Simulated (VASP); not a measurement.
Input of a VASP 6.6.1 run:

Contents of INCAR:

```
  PREC = Accurate
  ENCUT = 520
  EDIFF = 1E-6
  ISMEAR = -1
  SIGMA = 0.05
  LREAL = False
  LASPH = True
  NELM = 150
  ALGO = Normal
  ISIF = 2
  LWAVE = False
  LCHARG = False
  ISPIN = 2
  MAGMOM = 3.8
  LORBIT = 11
  NUPDOWN = 3.8
  LMAXMIX = 4
  GGA = PE
  NBANDS = 16
```

File KPOINTS:

```
regular mesh
0
Gamma
  11 11 11
```

The input POSCAR:

```
Cr
1.0
   -1.4943366600      1.5452007300      1.3932153400
    1.5696721600     -1.4509560800      1.3743061900
    1.4063430800      1.3629625000     -1.2989706900
Cr
1
Direct
    0.0000000000      0.0000000000      0.0000000000
```

Potentials or basis: VASP PAW PBE potentials, release 64 (Cr_pv).

The run is started by

```sh
$ cat potpaw_PBE.64/Cr_pv/POTCAR > POTCAR
$ mpirun -np 1 vasp_std > vasp.out
```

Question: Predict the pressure.

Answer: 78.6 GPa.

Stress tensor (GPa, compression positive):
```
 80.47  15.51 -12.68
 15.51  78.30 -14.02
-12.68 -14.02  77.03
```

Caveat: the total moment is fixed, so each spin has its own Fermi level.
